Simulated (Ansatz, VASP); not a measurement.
# ZnSe2: VASP beside Ansatz

```
CELL_PARAMETERS angstrom
6.55535 0.00000 0.00000
0.00000 6.55535 0.00000
0.00000 0.00000 6.55535
ATOMIC_POSITIONS crystal
Zn 0.50000 0.50000 0.00000
Zn 0.50000 0.00000 0.50000
Zn 0.00000 0.50000 0.50000
Zn 0.00000 0.00000 0.00000
Se 0.10996 0.89004 0.39004
Se 0.89004 0.39004 0.10996
Se 0.39004 0.10996 0.89004
Se 0.60996 0.60996 0.60996
Se 0.89004 0.10996 0.60996
Se 0.10996 0.60996 0.89004
Se 0.60996 0.89004 0.10996
Se 0.39004 0.39004 0.39004
```

Alike in both runs: task single point; functional PBEsol; k mesh 6 × 6 × 6; occupations gaussian, width 0.05 eV; no spin polarisation.

```csv
,VASP,Ansatz
version,VASP 6.6.1,Ansatz 0.2.0
potentials or method,"VASP PAW PBE potentials, release 64 (Zn, Se), cutoff 520 eV","scalar-relativistic, plane waves, PAW"
valence electrons in the cell,96,176
```

```tsv
	VASP	Ansatz	Ansatz less VASP
gap on the k mesh at the Fermi level (eV)	0.51	0.51	0.000
least direct gap on the mesh (eV)	0.65	0.65	-0.002
pressure (GPa)	-7.9	-8.0	-0.14
rms of the force components (eV/Å)	0.297	0.303	+0.0064
```

VASP's potentials were made for PBE, not for PBEsol, and Ansatz warns of the same on its side. Atom by atom the forces differ by 0.006 eV/Å (rms over components). The functional is the same, so the differences come from potentials, cutoffs and numerics. VASP's potentials hold 96 valence electrons a cell and Ansatz's 176, so a difference there can come from the potentials and not from the codes.
